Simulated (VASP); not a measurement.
Runs of VASP 6.6.1 on Ga. The structure is that of space group Fd-3m (No. 227), or close to it. The cells are those of the table. This isn't the form of Ga at room conditions, which is orthorhombic.

```tsv
task	cell	k mesh	cutoff (eV)	gap on the mesh (eV)	pressure (GPa)
single point	a = 4.242 Å, angles 60.0°, 2 atoms	11 × 11 × 11	520	none	-3.8
relaxation of cell and atoms	relaxed from a = 4.214 Å, angles 60.0°, 2 atoms	9 × 9 × 9	600	none	-0.1
single point	a = 4.085 Å, angles 60.0°, 2 atoms	11 × 11 × 11	520	none	0.0
single point	a = 4.030 Å, angles 60.0°, 2 atoms	11 × 11 × 11	520	none	2.0
single point	a = 4.191 Å, angles 60.0°, 2 atoms	11 × 11 × 11	520	none	(a)
```

Alike in all rows: level r2SCAN; potentials or basis VASP PAW PBE potentials, release 64 (Ga_d); no spin polarisation; smearing fermi-dirac 0.1 eV.

Question: Estimate the missing entries.

Answer: (a) -2.8.

Caveats: the PAW data sets were made with another functional, which shifts forces and pressure a little; the cell stands under tension (at least some runs).

A k mesh can miss the band edges, and the runs leave out spin-orbit coupling on Ga.

A gap of «none» marks levels without a gap at the run's occupations.
